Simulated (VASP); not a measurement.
A run of VASP 6.6.1 is set up as follows.

INCAR

```
PREC = Accurate
ENCUT = 520
EDIFF = 1E-7
ISMEAR = 0
SIGMA = 0.15
LREAL = F
LASPH = T
NELM = 60
ALGO = Fast
ISIF = 2
LWAVE = F
LCHARG = T
GGA = PE
LELF = T
LVHAR = T
NBANDS = 13
```

The input KPOINTS:

```
regular mesh
0
Gamma
  20 20 20
```

POSCAR

```
Mo
1.0
   -1.4011015620      1.8751673924      1.4643893503
    1.4011015620     -1.8751673924      1.4643893503
    1.4011015620      1.8751673924     -1.4643893503
Mo
1
Direct
    0.0000000000      0.0000000000      0.0000000000
```

Potentials or basis: VASP PAW PBE potentials, release 64 (Mo_sv).

The run is started by

```console
$ cat potpaw_PBE.64/Mo_sv/POTCAR > POTCAR
$ mpirun -np 1 vasp_std > vasp.out
```

Predict the pressure.

11.4 GPa.

What does it give for the band gap on the k mesh?

Zero (band 7 reaches 16.59 eV, above the bottom of band 8 at 11.62 eV).

Stress tensor (GPa, compression positive):
```
17.56  0.00  0.00
 0.00  1.28  0.00
 0.00  0.00 15.50
```

Caveat: the cell differs from its parent crystal (strain +e along x and -e along y -0.1500, strain +e along z and -e/2 along x and y -0.0733).
